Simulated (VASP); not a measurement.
A run of VASP 6.6.1 is set up as follows.

The input INCAR:

```
PREC     = Accurate       # precision mode
ENCUT    = 520            # plane-wave cutoff, eV
EDIFF    = 1E-7           # SCF threshold, eV
ISMEAR   = -1             # smearing method
SIGMA    = 0.05           # smearing width, eV
LREAL    = False          # projectors in reciprocal space
LASPH    = True           # aspherical terms in the spheres
NELM     = 150            # most SCF steps
ALGO     = Normal         # electronic algorithm
ISIF     = 2              # what is computed and relaxed
LWAVE    = False          # write WAVECAR
LCHARG   = False          # write CHGCAR
ISPIN    = 2              # spin polarisation
MAGMOM   = -0.839         # initial moments
LORBIT   = 11             # projections on sites
LMAXMIX  = 4              # l up to which the mixer works
GGA      = PE             # functional
NBANDS   = 16             # bands
```

Contents of KPOINTS:

```
Automatic mesh
0
Gamma
  18 18 18
```

Contents of POSCAR:

```
Mn
1.0
   -1.3392155780      1.3392155780      1.3392155780
    1.3392155780     -1.3392155780      1.3392155780
    1.3392155780      1.3392155780     -1.3392155780
Mn
1
Direct
    0.0000000000      0.0000000000      0.0000000000
```

Potentials or basis: VASP PAW PBE potentials, release 64 (Mn_pv).

Launch:

```bash
$ cat potpaw_PBE.64/Mn_pv/POTCAR > POTCAR
$ mpirun -np 1 vasp_std > vasp.out
```

Task: Predict the net moment.

Result: -0.36 μB per cell.

Task: Estimate the pressure.

Result: 42.2 GPa.
